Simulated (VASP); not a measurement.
# KCl in VASP: single point with revPBE

Aim: the single point of KCl with revPBE.

All numbers are computed with VASP 6.6.1; they aren't measurements. Logs are shortened: lines on timing, memory, paths and dates and some standing lists are left out, and cuts for length are marked.

### 1 The cell of the first run

The cell holds a disordered packing, 4 atoms: a = 5.199 Å, b = 4.644 Å, c = 5.310 Å, α = 96.30°, β = 96.84°, γ = 90.37°.

### 2 Single point, revPBE

Contents of POSCAR:

```
KCl
1.0
    5.1737230000     -0.4978890000     -0.1297450000
    0.4060760000      4.6153290000     -0.3124520000
   -0.5203740000     -0.1827170000      5.2817170000
K Cl
2 2
Direct
    0.1373150000      0.2859400000      0.1379530000
    0.6547290000      0.8096290000      0.3152870000
    0.1012700000      0.7505530000      0.7401540000
    0.7725930000      0.3575610000      0.6721860000
```

Contents of INCAR.step1:

```
SYSTEM = KCl
PREC = Accurate
ENCUT = 520
EDIFF = 1E-7
ISMEAR = -1
SIGMA = 0.1
LREAL = .FALSE.
LASPH = .TRUE.
NELM = 100
ALGO = Normal
ISIF = 2
LWAVE = .FALSE.
LCHARG = .TRUE.
GGA = RE
NBANDS = 24
```

Contents of KPOINTS.step1:

```
Automatic mesh
0
Gamma
  4 4 4
  0.5 0 0.5
```

Contents of INCAR.step2:

```
SYSTEM = KCl
PREC = Accurate
ENCUT = 520
EDIFF = 1E-7
ISMEAR = -5
SIGMA = 0.1
LREAL = .FALSE.
LASPH = .TRUE.
NELM = 100
ALGO = Normal
ISIF = 2
LWAVE = .FALSE.
LCHARG = .FALSE.
GGA = RE
LORBIT = 11
NEDOS = 1001
ICHARG = 11
```

Contents of KPOINTS.step2:

```
Automatic mesh
0
G
  6 6 6
  0 0 0
```

Potentials or basis: VASP PAW PBE potentials, release 64 (K_sv, Cl).

On the command line:

```sh
$ cat potpaw_PBE.64/K_sv/POTCAR potpaw_PBE.64/Cl/POTCAR > POTCAR
$ cp INCAR.step1 INCAR
$ cp KPOINTS.step1 KPOINTS
$ mpirun -np 1 vasp_std > vasp.out
$ cp INCAR.step2 INCAR
$ cp KPOINTS.step2 KPOINTS
$ mpirun -np 1 vasp_std > vasp.out
```

OUTCAR:

```text
SYSTEM = KCl
   PREC = Accurate
   ENCUT = 520
   EDIFF = 1E-7
   ISMEAR = -5
   LREAL = .FALSE.
   LASPH = .TRUE.
   NELM = 100
   ISIF = 2
   GGA = RE
   LORBIT = 11
   ICHARG = 11

 ion  position               nearest neighbor table
   1  0.137  0.286  0.138-   4 2.98   3 3.07   3 3.17   2 3.58   2 3.60   2 3.61   2 3.64
   2  0.655  0.810  0.315-   4 3.00   4 3.01   3 3.07   1 3.58   1 3.60   1 3.61   1 3.64
   3  0.101  0.751  0.740-   4 2.46   1 3.07   2 3.07   1 3.17
   4  0.773  0.358  0.672-   3 2.46   1 2.98   2 3.00   2 3.01

  LATTYP: Found a triclinic cell.
 ALAT       =     6.6599330189
 B/A-ratio  =     0.6972566143
 C/A-ratio  =     0.7806751004
 COS(alpha) =     0.0064802877
 COS(beta)  =     0.0994331135
 COS(gamma) =     0.6097949363

  Lattice vectors:

 A1 = (  -0.1142980000,   4.4326120000,   4.9692650000)
 A2 = (   0.4060760000,   4.6153290000,  -0.3124520000)
 A3 = (  -5.1737230000,   0.4978890000,   0.1297450000)

Analysis of symmetry for initial positions (statically):
=====================================================================
 Subroutine PRICEL returns:
 Original cell was already a primitive cell.

 Routine SETGRP: Setting up the symmetry group for a
 triclinic supercell.

 Subroutine GETGRP returns: Found  1 space group operations
 (whereof  1 operations were pure point group operations)
 out of a pool of  2 trial point group operations.

The static configuration has the point symmetry C_1 .

Analysis of symmetry for dynamics (positions and initial velocities):
=====================================================================
 Subroutine PRICEL returns:
 Original cell was already a primitive cell.

 Routine SETGRP: Setting up the symmetry group for a
 triclinic supercell.

 Subroutine GETGRP returns: Found  1 space group operations
 (whereof  1 operations were pure point group operations)
 out of a pool of  2 trial point group operations.

The dynamic configuration has the point symmetry C_1 .

 Subroutine INISYM returns: Found  1 space group operations
 (whereof  1 operations are pure point group operations),
 and found     1 'primitive' translations

----------------------------------------------------------------------------------------

                                     Primitive cell

  volume of cell :     126.5087

  direct lattice vectors                    reciprocal lattice vectors
     5.173723000 -0.497889000 -0.129745000     0.192237954 -0.015668383  0.018397948
     0.406076000  4.615329000 -0.312452000     0.020974175  0.215468402  0.009520418
    -0.520374000 -0.182717000  5.281717000     0.005963087  0.012361631  0.190347517

  length of vectors
     5.199243878  4.643682348  5.310433981     0.193750907  0.216696070  0.190841677

  position of ions in fractional coordinates (direct lattice)
     0.137315000  0.285940000  0.137953000
     0.654729000  0.809629000  0.315287000
     0.101270000  0.750553000  0.740154000
     0.772593000  0.357561000  0.672186000

  ion indices of the primitive-cell ions
   primitive index   ion index
                 1           1
                 2           2
                 3           3
                 4           4

----------------------------------------------------------------------------------------

 KPOINTS: Automatic mesh

Automatic generation of k-mesh.
 Grid dimensions read from file:
 generate k-points for:    6    6    6

 Generating k-lattice:

  Cartesian coordinates                     Fractional coordinates (reciprocal lattice)
     0.032039659 -0.002611397  0.003066325     0.166666667 -0.000000000  0.000000000
     0.003495696  0.035911400  0.001586736     0.000000000  0.166666667  0.000000000
     0.000993848  0.002060272  0.031724586     0.000000000  0.000000000  0.166666667

  Length of vectors
     0.032291818  0.036116012  0.031806946

  Shift w.r.t. Gamma in fractional coordinates (k-lattice)
     0.000000000  0.000000000  0.000000000

 TETIRR: Found    648 inequivalent tetrahedra from     1296

 Subroutine IBZKPT returns following result:
 ===========================================

 Found    112 irreducible k-points:

 Following reciprocal coordinates:
            Coordinates               Weight
  0.000000  0.000000  0.000000      1.000000
  0.166667  0.000000  0.000000      2.000000
  0.333333  0.000000  0.000000      2.000000
  0.500000  0.000000  0.000000      1.000000
  0.000000  0.166667  0.000000      2.000000
  0.166667  0.166667  0.000000      2.000000
[... 16 lines left out ...]
  0.333333  0.000000  0.166667      2.000000
  0.500000  0.000000  0.166667      2.000000
 [... further k-points ...]
   k-points           NKPTS =    112   k-points in BZ     NKDIM =    112   number of bands    NBANDS=     20
   number of dos      NEDOS =   1001   number of ions     NIONS =      4
   total plane-waves  NPLWV =  57600
   dimension x,y,z NGX =    40 NGY =   36 NGZ =   40
   dimension x,y,z NGXF=    80 NGYF=   72 NGZF=   80
   ions per type =               2   2
   NGX,Y,Z   is equivalent  to a cutoff of  12.79, 12.89, 12.52 a.u.
   NGXF,Y,Z  is equivalent  to a cutoff of  25.58, 25.78, 25.04 a.u.
 SYSTEM =  KCl
   PREC   = accura    normal or accurate (medium, high low for compatibility)
   ISTART =      0    job   : 0-new  1-cont  2-samecut
   ICHARG =     11    charge: 1-file 2-atom 10-const
   ISPIN  =      1    spin polarized calculation?
   LNONCOLLINEAR =      F non collinear calculations
   LSORBIT =      F    spin-orbit coupling
   LASPH  =      T    aspherical Exc in radial PAW
   ENCUT  =  520.0 eV  38.22 Ry    6.18 a.u.   9.67  8.63  9.87*2*pi/ulx,y,z
   NELM   =    100;   NELMIN=  2; NELMDL=  0     # of ELM steps
   EDIFF  = 0.1E-06   stopping-criterion for ELM
   LREAL  =      F    real-space projection
   EDIFFG = 0.1E-05   stopping-criterion for IOM
   NSW    =      0    number of steps for IOM
   IBRION =     -1    ionic relax: 0-MD 1-quasi-New 2-CG
   NFREE  =      0    steps in history (QN), initial steepest desc. (CG)
   ISIF   =      2    stress and relaxation
   ISYM   =      2    0-nonsym 1-usesym 2-fastsym
   POTIM  = 0.5000    time-step for ionic-motion
   TEBEG  =    0.0;   TEEND  =   0.0 temperature during run
   PSTRESS=    0.0 pullay stress
   NELECT =      32.0000    total number of electrons
   NUPDOWN=      -1.0000    fix difference up-down
   EMIN   =  10.00;   EMAX   =-10.00  energy-range for DOS
   EFERMI =   0.00;   METHOD = LEGACY
   ISMEAR =    -5;   SIGMA  =   0.10  broadening in eV -4-tet -1-fermi 0-gaus
   EFERMI_NEDOS =   21; number of points for ismear=-14 and -15
   IALGO  =     38    algorithm
   IMIX   =      4    mixing-type and parameters
     AMIX     =   0.40;   BMIX     =  1.00
     AMIX_MAG =   1.60;   BMIX_MAG =  1.00
  volume/ion in A,a.u.               =      31.63       213.43
  Fermi-wavevector in a.u.,A,eV,Ry     =   1.035344  1.956517 14.584593  1.071937
  Thomas-Fermi vector in A             =   2.169683
   LORBIT       =     11    0 simple, 1 ext, 2 COOP (PROOUT), +10 PAW based schemes
   GGA     = RE    functional components
   LHFCALC =     F    Hartree Fock is set to
   AEXX    =    0.0000 exact exchange contribution
   IVDW    =     0    specifies the selected vdW correction
   LEPSILON=     F    determine dielectric tensor
   LRPA    =     F    only Hartree local field effects (RPA)
 non-spin polarized calculation
 Fermi weights with tetrahedron method with Bloechl corrections
  energy-cutoff  :      520.00
  volume of cell :      126.51
 maximum number of plane-waves:      3428
 NGX is ok and might be reduce to    40

 number of electron      31.9999998 magnetization

 Free energy of the ion-electron system (eV)
  ---------------------------------------------------
  ext. energy  EPLUGINS =         0.00000000
  ---------------------------------------------------
  free energy    TOTEN  =        -9.48180864 eV

  energy without entropy =       -9.48180864  energy(sigma->0) =       -9.48180864

 E-fermi :   1.4285     XC(G=0):  -7.1960

 val. band max:        1.4231300228   @ k =   0.5000   0.5000   0.0000
 cond. band min:       2.4877123913   @ k =   0.0000   0.0000   0.0000
 fundamental gap:      1.0645823685
 Fermi energy:         1.4285455039

 k-point     1 :       0.0000    0.0000    0.0000
  band No.  band energies     occupation
      1     -30.0094      2.00000
      2     -29.9069      2.00000
      3     -14.0231      2.00000
      4     -13.6492      2.00000
      5     -13.5653      2.00000
      6     -13.3553      2.00000
[... 12 lines left out ...]
     19       6.0761      0.00000
     20       6.3164      0.00000

 k-point     2 :       0.1667    0.0000    0.0000
  band No.  band energies     occupation
      1     -30.0061      2.00000
      2     -29.9101      2.00000
      3     -14.0174      2.00000
      4     -13.6408      2.00000
      5     -13.5554      2.00000
      6     -13.3910      2.00000
[... 12 lines left out ...]
     19       6.0611      0.00000
     20       6.4859      0.00000

 k-point     3 :       0.3333    0.0000    0.0000
  band No.  band energies     occupation
      1     -29.9990      2.00000
      2     -29.9171      2.00000
      3     -14.0052      2.00000
      4     -13.6182      2.00000
      5     -13.5254      2.00000
      6     -13.4648      2.00000
[... 12 lines left out ...]
     19       6.1809      0.00000
     20       6.7195      0.00000

 k-point     4 :       0.5000    0.0000    0.0000
  band No.  band energies     occupation
      1     -29.9949      2.00000
      2     -29.9211      2.00000
      3     -13.9988      2.00000
      4     -13.5957      2.00000
      5     -13.5223      2.00000
      6     -13.4857      2.00000
[... 429 lines left out ...]
 k-point    23 :       0.3333    0.0000    0.1667
  band No.  band energies     occupation
      1     -29.9987      2.00000
      2     -29.9172      2.00000
      3     -14.0301      2.00000
      4     -13.6481      2.00000
      5     -13.5303      2.00000
      6     -13.4518      2.00000
[... 12 lines left out ...]
     19       6.2184      0.00000
     20       6.7354      0.00000

 k-point    24 :       0.5000    0.0000    0.1667
  band No.  band energies     occupation
      1     -29.9948      2.00000
      2     -29.9211      2.00000
      3     -14.0196      2.00000
      4     -13.5942      2.00000
      5     -13.5141      2.00000
      6     -13.4841      2.00000
[... 12 lines left out ...]
     19       6.4810      0.00000
     20       6.5925      0.00000

 [... further k-points ...]
[... 5 lines left out ...]
  --------------------------------------------------------------------------------------
  -------------------------------------------------------------------------------------
  Total        8.7840148      9.0459051     -5.3947869      4.5741391     -0.2652339      1.1350297
  in kB      111.2457149    114.5624405    -68.3226223     57.9294764     -3.3590720     14.3746559
  external PRESSURE =      52.4951777 kB  Pullay stress =       0.0000000 kB

 VOLUME and BASIS-vectors are now :
 -----------------------------------------------------------------------------
  energy-cutoff  :      520.00
  volume of cell :      126.51
      direct lattice vectors                 reciprocal lattice vectors
     5.173723000 -0.497889000 -0.129745000     0.192237954 -0.015668383  0.018397948
     0.406076000  4.615329000 -0.312452000     0.020974175  0.215468402  0.009520418
    -0.520374000 -0.182717000  5.281717000     0.005963087  0.012361631  0.190347517

 POSITION                                       TOTAL-FORCE (eV/Angst)
 -----------------------------------------------------------------------------------
      0.75476      1.22613      0.62147         0.070465      0.021956     -0.206698
      3.55209      3.35311      1.32734        -0.082721      0.012912      0.317187
      0.44357      3.27839      3.66163         3.573059      2.464049      0.737479
      3.79259      1.14278      3.33834        -3.560802     -2.498917     -0.847968
 -----------------------------------------------------------------------------------
    total drift:                               -0.000061     -0.000004      0.000173

  FREE ENERGIE OF THE ION-ELECTRON SYSTEM (eV)
  ---------------------------------------------------
  free  energy   TOTEN  =        -9.4818086397 eV

  energy  without entropy=       -9.4818086397  energy(sigma->0) =       -9.48180864

 total charge

# of ion       s       p       d       tot
------------------------------------------
    1        1.959   5.603   0.029   7.590
    2        1.960   5.602   0.032   7.594
    3        1.609   3.562   0.000   5.171
    4        1.610   3.572   0.000   5.182
--------------------------------------------------
tot          7.138  18.339   0.061  25.538
```

Wall time 3.2 min (1 thread of Intel Xeon Platinum 8375C at 2.90GHz (Ice Lake), shared host); peak memory 0.38 GiB.

What came out:

```
Valence electrons inside the program's atomic spheres : K 7.59; Cl 5.17, 5.18
```

Caveat: the PAW data sets were made with another functional, which shifts forces and pressure a little.
